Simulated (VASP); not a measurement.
A run of VASP 6.6.1:

File INCAR:

```
  PREC = Accurate
  ENCUT = 520
  EDIFF = 1E-6
  ISMEAR = 0
  SIGMA = 0.1
  LREAL = False
  LASPH = True
  NELM = 150
  ALGO = Normal
  ISIF = 2
  LWAVE = False
  LCHARG = False
  ISPIN = 2
  MAGMOM = 0 0 0 0 0.48 0.48
  LORBIT = 11
  LMAXMIX = 4
  GGA = CA
  NBANDS = 46
```

File KPOINTS:

```
Automatic mesh
0
Gamma
  6 6 6
```

Contents of POSCAR:

```
Ti2Co
1.0
    0.0000000000      3.4322312239      3.4322312239
    3.4322312239      0.0000000000      3.4322312239
    3.4322312239      3.4322312239      0.0000000000
Ti Co
4 2
Direct
    0.1250000000      0.1250000000      0.1250000000
    0.6250000000      0.1250000000      0.1250000000
    0.1250000000      0.1250000000      0.6250000000
    0.1250000000      0.6250000000      0.1250000000
    0.5000000000      0.5000000000      0.5000000000
    0.7500000000      0.7500000000      0.7500000000
```

Potentials or basis: VASP PAW LDA potentials, release 64 (Ti_sv, Co).

Launch:

```bash
$ cat potpaw_LDA.64/Ti_sv/POTCAR potpaw_LDA.64/Co/POTCAR > POTCAR
$ mpirun -np 1 vasp_std > vasp.out
```

Hardware: 1 thread of AMD EPYC 7R13, with other jobs on the host.

Task: How long does it take, and how much memory?

Result: It took 7.5 min on 1 thread of AMD EPYC 7R13, on a shared host, peak memory 0.21 GiB. Counts: scf iterations 20, k points 16.
